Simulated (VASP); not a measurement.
Runs of VASP 6.6.1 on LiF. The structure is that of space group F-43m (No. 216), or close to it. The cells are those of the table. 

```tsv
level	cell	smearing	gap on the mesh (eV)
r2SCAN	a = 3.033, b = 3.033, c = 2.985 Å, angles 60.5, 60.5, 61.0°, 2 atoms	gaussian 0.01 eV	8.69
r2SCAN	a = 2.854 Å, angles 60.0°, 2 atoms	gaussian 0.01 eV	(b)
r2SCAN	a = 3.033, b = 3.069, c = 3.069 Å, angles 59.2, 60.4, 60.4°, 2 atoms	gaussian 0.01 eV	(a)
PBE	a = 3.033, b = 3.069, c = 3.069 Å, angles 59.2, 60.4, 60.4°, 2 atoms	fermi-dirac 0.02 eV	7.78
PBE	a = 2.854 Å, angles 60.0°, 2 atoms	fermi-dirac 0.02 eV	9.02
PBE	a = 3.033, b = 3.033, c = 2.985 Å, angles 60.5, 60.5, 61.0°, 2 atoms	fermi-dirac 0.02 eV	7.85
```

Alike in all rows: task single point; potentials or basis VASP PAW PBE potentials, release 64 (Li_sv, F); no spin polarisation; k mesh 10 × 10 × 10; cutoff (eV) 520.

Problem. Estimate the missing entries.

Solution. (a) 8.62; (b) 9.93.

A k mesh can miss the band edges.
